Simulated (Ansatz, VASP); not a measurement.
**CuO in VASP and in Ansatz**

INCAR

```
SYSTEM = CuO
ALGO     = Fast           ! electronic algorithm
EDIFF    = 1E-6           ! SCF threshold, eV
ENCUT    = 520            ! plane-wave cutoff, eV
GGA      = PE             ! functional
ISIF     = 2              ! what is computed and relaxed
ISMEAR   = 0              ! smearing method
LASPH    = .TRUE.         ! aspherical terms in the spheres
LCHARG   = .TRUE.         ! write CHGCAR
LELF     = .TRUE.         ! ELF
LREAL    = .FALSE.        ! projectors in reciprocal space
LVHAR    = .TRUE.       
LWAVE    = .FALSE.        ! write WAVECAR
NBANDS   = 25             ! bands
NELM     = 60             ! most SCF steps
PREC     = Accurate       ! precision mode
SIGMA    = 0.2            ! smearing width, eV
```

KPOINTS

```
k-points
0
G
  16 16 8
  0 0 0
```

The input POSCAR:

```
CuO
1.0
    2.3446500000     -1.7134000000      0.0000000000
    2.3446500000      1.7134000000      0.0000000000
   -0.8605500000      0.0000000000      5.0594400000
Cu O
2 2
Direct
    0.0032000000      0.4968000000      0.0000000000
    0.4968000000      0.0032000000      0.5000000000
    0.5714000000      0.4056000000      0.2537000000
    0.4056000000      0.5714000000      0.7537000000
```

Input for Ansatz:

```yaml
crystal:
  lattice:
    - [2.34465, -1.7134, 0.0]
    - [2.34465, 1.7134, 0.0]
    - [-0.86055, 0.0, 5.05944]
  atoms:
    - { symbol: Cu, position: [0.0032, 0.4968, 0.0] }
    - { symbol: Cu, position: [0.4968, 0.0032, 0.5] }
    - { symbol: O, position: [0.5714, 0.4056, 0.2537] }
    - { symbol: O, position: [0.4056, 0.5714, 0.7537] }
basis:
  ecutwfc: 420
kpoints:
  mp_grid: { grid: [16, 16, 8] }
hamiltonian:
  xc: pbe
scf:
  occupations: { method: gaussian, width: 0.2 }
output:
  forces: true
  stress: true
  eigenvalues: true
```

Alike in both runs: task single point; functional PBE; k mesh 16 × 16 × 8; occupations gaussian, width 0.2 eV; no spin polarisation.

```csv
,VASP,Ansatz
version,VASP 6.6.1,Ansatz 0.2.0
potentials or method,"VASP PAW PBE potentials, release 64 (Cu, O), cutoff 520 eV","scalar-relativistic, plane waves, PAW"
valence electrons in the cell,34,50
```

Ansatz gave:

| Item | Value |
| --- | --- |
| gap on the k mesh at the Fermi level (eV) | none |
| pressure (GPa) | 5.7 |
| traceless stress, the component that is largest in VASP (GPa) | -1.63 |
| rms of the force components (eV/Å) | 0.434 |

Problem. Which values does VASP return?

Solution. gap on the k mesh at the Fermi level (eV): none; pressure (GPa): 6.5; traceless stress, the component that is largest in VASP (GPa): -1.72; rms of the force components (eV/Å): 0.445.

Atom by atom the forces differ by 0.024 eV/Å (rms over components). A gap of «none» marks a metal or a gap that the smearing closes. The functional is the same, so the differences come from potentials, cutoffs and numerics. VASP's potentials hold 34 valence electrons a cell and Ansatz's 50, so a difference there can come from the potentials and not from the codes.
